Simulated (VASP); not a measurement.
The system is RbBr.

```
CELL_PARAMETERS angstrom
0.00000 3.50643 3.50643
3.50643 0.00000 3.50643
3.50643 3.50643 0.00000
ATOMIC_POSITIONS crystal
Rb 0.00000 0.00000 0.00000
Br 0.50000 0.50000 0.50000
```

- Program: VASP 6.6.1
- Task: relaxation of cell and atoms
- Functional: r2SCAN
- Potentials or basis: VASP PAW PBE potentials, release 64 (Rb_sv, Br)
- Cutoff: 600 eV
- k mesh: 6 × 6 × 6
- Occupations: fermi-dirac, width 0.02 eV
- Spin: no spin polarisation

At the start: pressure -0.5 GPa; volume 43.11 Å³/atom.

Where does the relaxation end?

Over 4 steps the energy falls by 2.3 meV/atom and the volume is 41.56 Å³/atom (-3.6 %); space group Fm-3m (No. 225, to 0.1 Å) before and after.

Step by step:
```
step  energy change (eV)  largest force (eV/Å)  pressure (GPa)  volume (Å³)
   1              0.0000                0.0000           -0.47        86.22
   2             -0.0035                0.0000           -0.24        84.67
   3             -0.0047                0.0000           -0.03        83.29
   4             -0.0047                0.0000            0.00        83.12
```

Final structure:
```yaml
crystal:
  lattice:
    - [0.00000, 3.46390, 3.46390]
    - [3.46390, 0.00000, 3.46390]
    - [3.46390, 3.46390, 0.00000]
  atoms:
    - { symbol: Rb, position: [0.00000, 0.00000, 0.00000] }
    - { symbol: Br, position: [0.50000, 0.50000, 0.50000] }
```

Caveat: the PAW data sets were made with another functional, which shifts forces and pressure a little.
